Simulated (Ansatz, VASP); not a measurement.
## Two plane-wave programs on Ca

```
CELL_PARAMETERS angstrom
3.59096 0.00000 0.00000
0.00000 3.59096 0.00000
0.00000 0.00000 3.59096
ATOMIC_POSITIONS crystal
Ca 0.00000 0.00000 0.00000
```

Alike in both runs: functional revPBE; k mesh 9 × 9 × 9; occupations fermi-dirac, width 0.1 eV; no spin polarisation.

Ansatz relaxed the structure, and its values are those at the end. VASP's run is a single point on that final structure, the one shown.

|  | VASP | Ansatz |
| --- | --- | --- |
| version | VASP 6.6.1 | Ansatz 0.2.0 |
| potentials or method | VASP PAW PBE potentials, release 64 (Ca_sv), cutoff 520 eV | plane waves (420 eV) with PAW, scalar-relativistic |
| valence electrons in the cell | 10 | 10 |

```tsv
	VASP	Ansatz	Ansatz less VASP
pressure (GPa)	0.0	0.0	0.00
```

VASP's potentials were made for PBE, not for revPBE.
